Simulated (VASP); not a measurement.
# LiCl (Cmcm) in VASP: notebook, part 2 of 2

VASP 6.6.1. The steps go on from the part before.

## (4) Single point, PBE

INCAR reads:

```
SYSTEM = LiCl
PREC = Accurate ; ENCUT = 520
EDIFF = 1E-7 ; ISMEAR = 0
SIGMA = 0.02 ; LREAL = .False.
LASPH = .True. ; NELM = 100
ALGO = Normal ; ISIF = 2
LWAVE = .False. ; LCHARG = .False.
GGA = PE ; NBANDS = 18
```

KPOINTS reads:

```
Automatic mesh
0
Gamma
  8 8 4
  0 0 0
```

POSCAR reads:

```
LiCl
1.0
    1.9701245869     -3.4485270732      0.0000000000
    1.9701245869      3.4485270732      0.0000000000
    0.0000000000      0.0000000000      9.2084894099
Li Cl
2 2
Direct
    0.4020854716      0.5979145284      0.2500000000
    0.5979145284      0.4020854716      0.7500000000
    0.9294403087      0.0705596913      0.7500000000
    0.0705596913      0.9294403087      0.2500000000
```

Potentials or basis: VASP PAW PBE potentials, release 64 (Li_sv, Cl).

Launch:

```
cat potpaw_PBE.64/Li_sv/POTCAR potpaw_PBE.64/Cl/POTCAR > POTCAR
mpirun -np 1 vasp_std > vasp.out
```

OUTCAR:

```text
SYSTEM = LiCl
   PREC = Accurate
   ENCUT = 520
   EDIFF = 1E-7
   ISMEAR = 0
   LREAL = .False.
   LASPH = .True.
   NELM = 100
   ISIF = 2
   GGA = PE

 ion  position               nearest neighbor table
   1  0.402  0.598  0.250-   4 2.29   4 2.29   4 2.29
   2  0.598  0.402  0.750-   3 2.29   3 2.29   3 2.29
   3  0.929  0.071  0.750-   2 2.29   2 2.29   2 2.29
   4  0.071  0.929  0.250-   1 2.29   1 2.29   1 2.29

  LATTYP: Found a base centered orthorhombic cell.
 ALAT       =     3.9402491738
 B/A-ratio  =     1.7504106573
 C/A-ratio  =     2.3370322545

  Lattice vectors:

 A1 = (   1.9701245869,  -3.4485270732,   0.0000000000)
 A2 = (   1.9701245869,   3.4485270732,   0.0000000000)
 A3 = (   0.0000000000,   0.0000000000,   9.2084894099)

Analysis of symmetry for initial positions (statically):
=====================================================================
 Subroutine PRICEL returns:
 Original cell was already a primitive cell.

 Routine SETGRP: Setting up the symmetry group for a
 base centered orthorhombic supercell.

 Subroutine GETGRP returns: Found  8 space group operations
 (whereof  4 operations were pure point group operations)
 out of a pool of  8 trial point group operations.

The static configuration has the point symmetry C_2h.
 The point group associated with its full space group is D_2h.

Analysis of symmetry for dynamics (positions and initial velocities):
=====================================================================
 Subroutine PRICEL returns:
 Original cell was already a primitive cell.

 Routine SETGRP: Setting up the symmetry group for a
 base centered orthorhombic supercell.

 Subroutine GETGRP returns: Found  8 space group operations
 (whereof  4 operations were pure point group operations)
 out of a pool of  8 trial point group operations.

The dynamic configuration has the point symmetry C_2h.
 The point group associated with its full space group is D_2h.

[... 123 lines left out ...]
  volume/ion in A,a.u.               =      31.28       211.10
  Fermi-wavevector in a.u.,A,eV,Ry     =   0.888457  1.678940 10.739830  0.789355
  Thomas-Fermi vector in A             =   2.009889
   LORBIT       =      0    0 simple, 1 ext, 2 COOP (PROOUT), +10 PAW based schemes
   GGA     = PE    functional components
   LHFCALC =     F    Hartree Fock is set to
   AEXX    =    0.0000 exact exchange contribution
   IVDW    =     0    specifies the selected vdW correction
   LEPSILON=     F    determine dielectric tensor
   LRPA    =     F    only Hartree local field effects (RPA)
 non-spin polarized calculation
 Gauss-broadening in eV      SIGMA  =   0.02
  energy-cutoff  :      520.00
  volume of cell :      125.13
 maximum number of plane-waves:      3399
 NGX is ok and might be reduce to    30
   NGX = 15   NGY = 15   NGZ = 35

 number of electron      19.9999992 magnetization

 Free energy of the ion-electron system (eV)
  ---------------------------------------------------
  ext. energy  EPLUGINS =         0.00000000
  ---------------------------------------------------
  free energy    TOTEN  =       -14.46498065 eV

  energy without entropy =      -14.46498065  energy(sigma->0) =      -14.46498065

 E-fermi :  -3.0665     XC(G=0):  -5.9241

 val. band max:       -3.2239207182   @ k =   0.3750   0.2500   0.0000
 cond. band min:       2.1255814511   @ k =   0.0000   0.0000   0.0000
 fundamental gap:      5.3495021693
 Fermi energy:        -3.0665051291

 k-point     1 :       0.0000    0.0000    0.0000
  band No.  band energies     occupation
      1     -46.2831      2.00000
      2     -46.2831      2.00000
      3     -15.5854      2.00000
      4     -15.5647      2.00000
      5      -4.0586      2.00000
      6      -3.5942      2.00000
[... 481 lines left out ...]
      5      -4.1597      2.00000
      6      -4.1235      2.00000
[... 10 lines left out ...]
     17       8.1994      0.00000
     18       8.2571      0.00000

 [... further k-points ...]

------------------------ aborting loop because EDIFF is reached ----------------------------------------

  FORCE on cell =-STRESS in cart. coord.  units (eV):
  Direction    XX          YY          ZZ          XY          YZ          ZX
  --------------------------------------------------------------------------------------
  -------------------------------------------------------------------------------------
  Total       -0.0264542     -0.0172968     -0.0314064      0.0000000     -0.0000000      0.0000000
  in kB       -0.3387350     -0.2214780     -0.4021459      0.0000000     -0.0000000      0.0000000
  external PRESSURE =      -0.3207863 kB  Pullay stress =       0.0000000 kB

 VOLUME and BASIS-vectors are now :
 -----------------------------------------------------------------------------
  energy-cutoff  :      520.00
  volume of cell :      125.13
      direct lattice vectors                 reciprocal lattice vectors
     1.970124587 -3.448527073  0.000000000     0.253791056 -0.144989437  0.000000000
     1.970124587  3.448527073  0.000000000     0.253791056  0.144989437  0.000000000
     0.000000000  0.000000000  9.208489410     0.000000000  0.000000000  0.108595444

 POSITION                                       TOTAL-FORCE (eV/Angst)
 -----------------------------------------------------------------------------------
      1.97012      0.67532      2.30212         0.000000      0.000949      0.000000
      1.97012     -0.67532      6.90637         0.000000     -0.000949     -0.000000
      1.97012     -2.96187      6.90637         0.000000      0.000580      0.000000
      1.97012      2.96187      2.30212         0.000000     -0.000580     -0.000000
 -----------------------------------------------------------------------------------
    total drift:                               -0.000000     -0.000000     -0.000000

  FREE ENERGIE OF THE ION-ELECTRON SYSTEM (eV)
  ---------------------------------------------------
  free  energy   TOTEN  =       -14.4649806461 eV

  energy  without entropy=      -14.4649806461  energy(sigma->0) =      -14.46498065
```

OSZICAR:

```text
N       E                     dE             d eps       ncg     rms          rms(c)
DAV:   1     0.141735423446E+03    0.14174E+03   -0.83824E+03  2268   0.991E+02
DAV:   2     0.588748758393E+01   -0.13585E+03   -0.12806E+03  2826   0.218E+02
DAV:   3    -0.133611356314E+02   -0.19249E+02   -0.19181E+02  3420   0.749E+01
DAV:   4    -0.149322703661E+02   -0.15711E+01   -0.15641E+01  3832   0.191E+01
DAV:   5    -0.150312763439E+02   -0.99006E-01   -0.98985E-01  3394   0.446E+00    0.354E+00
DAV:   6    -0.144799440832E+02    0.55133E+00   -0.99759E-01  2704   0.430E+00    0.268E+00
DAV:   7    -0.144278186203E+02    0.52125E-01   -0.28337E-01  3332   0.216E+00    0.177E+00
DAV:   8    -0.144581587400E+02   -0.30340E-01   -0.44515E-02  2574   0.130E+00    0.345E-01
DAV:   9    -0.144603104277E+02   -0.21517E-02   -0.45213E-03  3268   0.320E-01    0.158E-01
DAV:  10    -0.144648627651E+02   -0.45523E-02   -0.38699E-03  2414   0.372E-01    0.172E-02
DAV:  11    -0.144649423050E+02   -0.79540E-04   -0.62856E-05  3528   0.600E-02    0.130E-02
DAV:  12    -0.144649793153E+02   -0.37010E-04   -0.31655E-05  2496   0.440E-02    0.664E-03
DAV:  13    -0.144649804717E+02   -0.11564E-05   -0.16700E-06  3372   0.751E-03    0.109E-03
DAV:  14    -0.144649806357E+02   -0.16402E-06   -0.97568E-08  2400   0.217E-03    0.471E-04
DAV:  15    -0.144649806461E+02   -0.10353E-07   -0.19447E-08  2552   0.945E-04
   1 F= -.14464981E+02 E0= -.14464981E+02  d E =-.219838E-30
```

It took 57 s on 1 thread of Intel Xeon 6975P-C (Granite Rapids), shared host; peak memory 0.28 GiB.

Results:

* Free energy: -14.4650 eV
* Band gap on the k mesh: 5.35 eV, indirect (least direct gap 5.61 eV)

Levels at points of the mesh, in eV from the valence-band top:
```csv
k point,band 6,band 7,band 8,band 9,band 10,band 11,band 12,band 13,band 14,band 15
"(0.00, 0.00, 0.00)",-0.37,-0.31,-0.31,-0.28,-0.26,5.35,7.53,7.71,10.02,10.04
"(0.50, 0.00, 0.00)",-1.42,-0.73,-0.72,-0.29,-0.03,7.01,7.85,8.74,9.24,9.27
"(0.50, 0.50, 0.00)",-1.43,-0.69,-0.66,-0.29,-0.06,7.40,7.88,8.13,8.47,9.93
"(0.00, 0.00, 0.50)",-0.62,-0.31,-0.31,-0.27,-0.27,6.09,6.09,9.15,9.15,10.03
"(0.50, 0.00, 0.50)",-1.46,-0.73,-0.73,-0.16,-0.16,7.57,7.57,8.32,8.32,10.65
"(0.50, 0.50, 0.50)",-1.46,-0.68,-0.68,-0.17,-0.17,7.39,7.39,8.77,8.77,9.81
```

Caveat: the cutoff is under 1.25 times the usual one of these potentials, so pressure, stress and relaxed cells hold a basis-set (Pulay) error. A hybrid or GW would open this gap; PBE tends to underestimate it.
